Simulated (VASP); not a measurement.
# Ta4C3 (P4mm) in VASP: single point with r2SCAN

Aim: the single point of Ta4C3 with r2SCAN.

Everything below comes from runs of VASP 6.6.1. Logs are shortened: lines on timing, memory, paths and dates and some standing lists are left out, and cuts for length are marked.

## 1. The cell of the first run

Symmetry: P4mm, No. 99, tetragonal system. The conventional cell has a = 4.425 Å, b = 4.425 Å, c = 4.425 Å, α = 90.00°, β = 90.00°, γ = 90.00°. Within 2.9 Å of Ta (site symmetry 4mm) lie 4 C at 2.21 Å. Within 2.9 Å of Ta (site symmetry 2mm) lie 4 C at 2.21 Å. Within 2.9 Å of Ta (site symmetry 4mm) lie 6 C at 2.21 to 2.22 Å. C (site symmetry 4mm) has 6 Ta at 2.21 to 2.22 Å within 2.9 Å. Within 2.9 Å of C (site symmetry 2mm) lie 6 Ta at 2.21 Å.

## 2. Single point, r2SCAN (atoms displaced along a vibrational mode)

POSCAR

```
Ta4C3
1.0
    4.4247933843      0.0000000000      0.0000000000
    0.0000000000      4.4247933843      0.0000000000
    0.0000000000      0.0000000000      4.4247933843
Ta C
4 3
Direct
   -0.0033899888      0.5000000000      0.5000000000
    0.5009439593      0.0000000000      0.5000000000
    0.5009439593      0.5000000000      0.0000000000
    0.0013543518      0.0000000000      0.0000000000
    0.5004568459      0.0000000000      0.0000000000
    0.0008842800      0.5000000000      0.0000000000
    0.0008842800      0.0000000000      0.5000000000
```

INCAR.step1

```
ALGO = Normal
EDIFF = 1E-4
ENCUT = 520
GGA = PE
ISMEAR = 0
LASPH = True
LCHARG = False
LREAL = False
LWAVE = True
NBANDS = 37
NELM = 80
PREC = Accurate
SIGMA = 0.15
```

INCAR.step2

```
ALGO = Normal
EDIFF = 1E-6
ENCUT = 520
ISIF = 2
ISMEAR = 0
ISTART = 1
LASPH = True
LCHARG = True
LELF = True
LMIXTAU = True
LREAL = False
LVHAR = True
LWAVE = False
METAGGA = R2SCAN
NBANDS = 37
NELM = 80
PREC = Accurate
SIGMA = 0.15
```

KPOINTS

```
k-points
0
Gamma
  10 10 10
```

Potentials or basis: VASP PAW PBE potentials, release 64 (Ta_pv, C).

Command:

```console
$ cat potpaw_PBE.64/Ta_pv/POTCAR potpaw_PBE.64/C/POTCAR > POTCAR
$ cp INCAR.step1 INCAR
$ mpirun -np 1 vasp_std > vasp.out
$ cp INCAR.step2 INCAR
$ mpirun -np 1 vasp_std > vasp.out
```

OUTCAR:

```text
EDIFF = 1E-6
   ENCUT = 520
   ISIF = 2
   ISMEAR = 0
   ISTART = 1
   LASPH = True
   LREAL = False
   METAGGA = R2SCAN
   NELM = 80
   PREC = Accurate

 ion  position               nearest neighbor table
   1  0.997  0.500  0.500-   6 2.21   7 2.21   6 2.21   7 2.21   3 3.12   2 3.12   2 3.12   3 3.12
                             4 3.13   4 3.13   4 3.13   4 3.13   2 3.14   3 3.14   3 3.14   2 3.14
   2  0.501  0.000  0.500-   7 2.21   5 2.21   5 2.21   7 2.21   1 3.12   1 3.12   4 3.13   4 3.13
                             3 3.13   3 3.13   3 3.13   3 3.13   4 3.13   4 3.13   1 3.14   1 3.14
   3  0.501  0.500  0.000-   6 2.21   5 2.21   5 2.21   6 2.21   1 3.12   1 3.12   4 3.13   4 3.13
                             2 3.13   2 3.13   2 3.13   2 3.13   4 3.13   4 3.13   1 3.14   1 3.14
   4  0.001  0.000  0.000-   5 2.21   6 2.21   7 2.21   7 2.21   6 2.21   5 2.22   3 3.13   3 3.13
                             2 3.13   2 3.13   1 3.13   1 3.13   1 3.13   1 3.13   3 3.13   2 3.13
   5  0.500  0.000  0.000-   4 2.21   3 2.21   2 2.21   2 2.21   3 2.21   4 2.22
   6  0.001  0.500  0.000-   3 2.21   4 2.21   4 2.21   1 2.21   1 2.21   3 2.21
   7  0.001  0.000  0.500-   2 2.21   4 2.21   4 2.21   1 2.21   1 2.21   2 2.21

  LATTYP: Found a simple cubic cell.
 ALAT       =     4.4247933843

  Lattice vectors:

 A1 = (   4.4247933843,   0.0000000000,   0.0000000000)
 A2 = (   0.0000000000,   4.4247933843,   0.0000000000)
 A3 = (   0.0000000000,   0.0000000000,   4.4247933843)

Analysis of symmetry for initial positions (statically):
=====================================================================
 Subroutine PRICEL returns:
 Original cell was already a primitive cell.

 Routine SETGRP: Setting up the symmetry group for a
 simple cubic supercell.

 Subroutine GETGRP returns: Found  8 space group operations
 (whereof  8 operations were pure point group operations)
 out of a pool of 48 trial point group operations.

The static configuration has the point symmetry C_4v.

Analysis of symmetry for dynamics (positions and initial velocities):
=====================================================================
 Subroutine PRICEL returns:
 Original cell was already a primitive cell.

 Routine SETGRP: Setting up the symmetry group for a
 simple cubic supercell.

 Subroutine GETGRP returns: Found  8 space group operations
 (whereof  8 operations were pure point group operations)
 out of a pool of 48 trial point group operations.

The dynamic configuration has the point symmetry C_4v.

[... 114 lines left out ...]
   ISIF   =      2    stress and relaxation
   ISYM   =      2    0-nonsym 1-usesym 2-fastsym
   POTIM  = 0.5000    time-step for ionic-motion
   TEBEG  =    0.0;   TEEND  =   0.0 temperature during run
   PSTRESS=    0.0 pullay stress
   NELECT =      56.0000    total number of electrons
   NUPDOWN=      -1.0000    fix difference up-down
   EMIN   =  10.00;   EMAX   =-10.00  energy-range for DOS
   EFERMI =   0.00;   METHOD = LEGACY
   ISMEAR =     0;   SIGMA  =   0.15  broadening in eV -4-tet -1-fermi 0-gaus
   EFERMI_NEDOS =   21; number of points for ismear=-14 and -15
   IALGO  =     38    algorithm
   IMIX   =      4    mixing-type and parameters
     AMIX     =   0.40;   BMIX     =  1.00
     AMIX_MAG =   1.60;   BMIX_MAG =  1.00
  volume/ion in A,a.u.               =      12.38        83.52
  Fermi-wavevector in a.u.,A,eV,Ry     =   1.415504  2.674915 27.261344  2.003652
  Thomas-Fermi vector in A             =   2.536936
   LORBIT       =      0    0 simple, 1 ext, 2 COOP (PROOUT), +10 PAW based schemes
   METAGGA = R2SCAN    functional components
   LHFCALC =     F    Hartree Fock is set to
   AEXX    =    0.0000 exact exchange contribution
   IVDW    =     0    specifies the selected vdW correction
   LEPSILON=     F    determine dielectric tensor
   LRPA    =     F    only Hartree local field effects (RPA)
 non-spin polarized calculation
 Gauss-broadening in eV      SIGMA  =   0.15
  energy-cutoff  :      520.00
  volume of cell :       86.63
 maximum number of plane-waves:      2360
 NGX is ok and might be reduce to    36
   NGX = 17   NGY = 17   NGZ = 17

 number of electron      56.0000013 magnetization

 Free energy of the ion-electron system (eV)
  ---------------------------------------------------
  ext. energy  EPLUGINS =         0.00000000
  ---------------------------------------------------
  free energy    TOTEN  =      -227.80461962 eV

  energy without entropy =     -227.76730852  energy(sigma->0) =     -227.78596407

 E-fermi :   7.2135     XC(G=0): -13.9957

 val. band max:        7.2131880794   @ k =   0.2000   0.2000   0.0000
 cond. band min:       7.2147597692   @ k =   0.1000   0.5000   0.2000
 fundamental gap:      0.0015716899
 Fermi energy:         7.2134857838

 k-point     1 :       0.0000    0.0000    0.0000
  band No.  band energies     occupation
      1     -29.5050      2.00000
      2     -29.5049      2.00000
      3     -29.5049      2.00000
      4     -28.7787      2.00000
      5     -28.7787      2.00000
      6     -28.7787      2.00000
[... 949 lines left out ...]
     36      10.6245      0.00000
     37      11.3975      0.00000

 [... further k-points ...]

------------------------ aborting loop because EDIFF is reached ----------------------------------------

  FORCE on cell =-STRESS in cart. coord.  units (eV):
  Direction    XX          YY          ZZ          XY          YZ          ZX
  --------------------------------------------------------------------------------------
  -------------------------------------------------------------------------------------
  Total        0.5923830      0.5981567      0.5981567      0.0000000      0.0000000      0.0000000
  in kB       10.9555501     11.0623282     11.0623282      0.0000000      0.0000000      0.0000000
  external PRESSURE =      11.0267355 kB  Pullay stress =       0.0000000 kB

 VOLUME and BASIS-vectors are now :
 -----------------------------------------------------------------------------
  energy-cutoff  :      520.00
  volume of cell :       86.63
      direct lattice vectors                 reciprocal lattice vectors
     4.424793384  0.000000000  0.000000000     0.225999253  0.000000000  0.000000000
     0.000000000  4.424793384  0.000000000     0.000000000  0.225999253  0.000000000
     0.000000000  0.000000000  4.424793384     0.000000000  0.000000000  0.225999253

 POSITION                                       TOTAL-FORCE (eV/Angst)
 -----------------------------------------------------------------------------------
      4.40979      2.21240      2.21240         0.106928      0.000000     -0.000000
      2.21657      0.00000      2.21240        -0.030206     -0.000000     -0.000000
      2.21657      2.21240      0.00000        -0.030206      0.000000      0.000000
      0.00599      0.00000      0.00000        -0.042586     -0.000000     -0.000000
      2.21442      0.00000      0.00000        -0.000612     -0.000000      0.000000
      0.00391      2.21240      0.00000        -0.001659      0.000000      0.000000
      0.00391      0.00000      2.21240        -0.001659     -0.000000     -0.000000
 -----------------------------------------------------------------------------------
    total drift:                               -0.003405     -0.000000     -0.000000

  FREE ENERGIE OF THE ION-ELECTRON SYSTEM (eV)
  ---------------------------------------------------
  free  energy   TOTEN  =      -227.8046196228 eV

  energy  without entropy=     -227.7673085176  energy(sigma->0) =     -227.78596407
```

OUTCAR.step1:

```text
EDIFF = 1E-4
   ENCUT = 520
   GGA = PE
   ISMEAR = 0
[... 1205 lines left out ...]
      0.00599      0.00000      0.00000        -0.045709      0.000000     -0.000000
      2.21442      0.00000      0.00000         0.009632     -0.000000      0.000000
      0.00391      2.21240      0.00000        -0.005252      0.000000     -0.000000
      0.00391      0.00000      2.21240        -0.005252     -0.000000     -0.000000
 -----------------------------------------------------------------------------------
    total drift:                               -0.000016     -0.000000     -0.000000

  FREE ENERGIE OF THE ION-ELECTRON SYSTEM (eV)
  ---------------------------------------------------
  free  energy   TOTEN  =       -78.1126484014 eV

  energy  without entropy=      -78.0696281246  energy(sigma->0) =      -78.09113826
```

OSZICAR.step1:

```text
N       E                     dE             d eps       ncg     rms          rms(c)
DAV:   1     0.516502423635E+03    0.51650E+03   -0.30434E+04  9324   0.157E+03
DAV:   2    -0.585493457287E+02   -0.57505E+03   -0.56051E+03 10442   0.458E+02
DAV:   3    -0.888057578667E+02   -0.30256E+02   -0.29654E+02 11644   0.955E+01
DAV:   4    -0.894836337504E+02   -0.67788E+00   -0.67326E+00 11688   0.137E+01
DAV:   5    -0.894957999401E+02   -0.12166E-01   -0.12154E-01 11521   0.171E+00    0.441E+01
DAV:   6    -0.784953353086E+02    0.11000E+02   -0.58725E+01 11349   0.327E+01    0.182E+01
DAV:   7    -0.782054747334E+02    0.28986E+00   -0.30541E+00 11368   0.928E+00    0.956E+00
DAV:   8    -0.781231536076E+02    0.82321E-01   -0.43021E-01 11343   0.411E+00    0.175E+00
DAV:   9    -0.781133403253E+02    0.98133E-02   -0.33590E-02 11553   0.128E+00    0.351E-01
DAV:  10    -0.781129037874E+02    0.43654E-03   -0.10226E-02 11959   0.410E-01    0.143E-01
DAV:  11    -0.781126694573E+02    0.23433E-03   -0.27803E-03 11859   0.252E-01    0.503E-02
DAV:  12    -0.781126484014E+02    0.21056E-04   -0.20852E-04  7575   0.786E-02
   1 F= -.78112648E+02 E0= -.78091138E+02  d E =-.430203E-01
```

Run time: 34 min. Hardware: 1 thread of Intel Xeon 8259CL, shared host; peak memory 0.43 GiB.

What came out:

| Item | Value |
| --- | --- |
| Free energy | -227.8046 eV |
| Pressure | 1.1 GPa |
| Largest force | 0.107 eV/Å |
| Band gap on the k mesh | zero (bands 28 and 29 overlap by 1.11 eV) |

Forces in eV/Å, atoms in the order of the input:
```
Ta   0.107  0.000  0.000
Ta  -0.030  0.000  0.000
Ta  -0.030  0.000  0.000
Ta  -0.043  0.000  0.000
C   -0.001  0.000  0.000
C   -0.002  0.000  0.000
C   -0.002  0.000  0.000
```

Levels at points of the mesh, in eV from the Fermi level:
| k point | band 24 | band 25 | band 26 | band 27 | band 28 | band 29 | band 30 | band 31 | band 32 | band 33 |
| --- | --- | --- | --- | --- | --- | --- | --- | --- | --- | --- |
| (0.00, 0.00, 0.00) | -1.47 | -1.47 | -0.71 | -0.71 | -0.71 | -0.48 | -0.47 | -0.47 | 1.42 | 1.42 |
| (0.50, 0.00, 0.00) | -2.89 | -2.22 | -2.06 | -2.06 | 0.28 | 0.28 | 0.80 | 1.99 | 2.53 | 2.53 |
| (0.00, 0.50, 0.00) | -2.89 | -2.22 | -2.06 | -2.06 | 0.29 | 0.29 | 0.80 | 1.99 | 2.53 | 2.53 |
| (0.50, 0.50, 0.00) | -4.59 | -2.02 | -1.79 | -0.41 | -0.40 | 1.90 | 1.90 | 1.96 | 2.21 | 3.59 |
| (0.00, 0.50, 0.50) | -4.59 | -2.02 | -1.79 | -0.41 | -0.41 | 1.90 | 1.90 | 1.96 | 2.21 | 3.59 |
| (0.50, 0.50, 0.50) | -5.33 | -1.13 | -1.13 | -1.13 | -0.37 | 3.48 | 3.48 | 3.48 | 3.64 | 3.64 |

Caveat: the cell differs from its parent crystal (atoms displaced along a vibrational mode); the PAW data sets were made with another functional, which shifts forces and pressure a little; spin-orbit coupling is left out, which moves the levels of the heavy elements.
